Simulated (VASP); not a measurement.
# Sn: single point with r2SCAN

Sn:

```
Sn
1.0
    -2.94014    2.94014    1.63928
     2.94014   -2.94014    1.63928
     2.94014    2.94014   -1.63928
Sn
2
Direct
  0.75000 0.25000 0.50000
  0.00000 0.00000 0.00000
```

This cell differs from its parent crystal: strain +0.000 along x and y, +0.025 along z.

```json
{
 "Program": "VASP 6.6.1",
 "Task": "single point",
 "Functional": "r2SCAN",
 "Potentials or basis": "VASP PAW PBE potentials, release 64 (Sn_d)",
 "Cutoff": "520 eV",
 "k mesh": "16 × 16 × 16",
 "Occupations": "gaussian, width 0.15 eV",
 "Spin": "no spin polarisation"
}
```

```yaml
Pressure: -1.3 GPa
Band_gap_on_the_k_mesh: zero (bands 14 and 15 overlap by 4.48 eV)
```

Stress tensor (GPa, compression positive):
```
-0.77  0.00  0.00
 0.00 -0.77  0.00
 0.00  0.00 -2.34
```

Levels at points of the mesh, in eV from the Fermi level:
```tsv
k point	band 11	band 12	band 13	band 14	band 15	band 16	band 17	band 18
(0.00, 0.00, 0.00)	-11.36	-3.58	-1.98	-1.98	3.47	6.48	6.48	6.55
(0.50, 0.00, 0.00)	-7.29	-5.60	-2.34	-1.71	-1.33	2.50	2.92	4.79
(0.50, 0.50, 0.00)	-9.05	-9.05	0.64	0.64	1.88	1.88	5.84	5.84
(0.50, 0.50, 0.50)	-7.69	-7.69	-4.80	-4.80	4.74	4.74	9.77	9.77
```

Run time: 13 min on 1 thread of Intel(R) Xeon(R) Platinum 8559C (Emerald Rapids), with other jobs on the host, peak memory 0.46 GiB.

Caveat: the cell differs from its parent crystal (strain +0.000 along x and y, +0.025 along z); the PAW data sets were made with another functional, which shifts forces and pressure a little; spin-orbit coupling is left out, which moves the levels of the heavy elements.
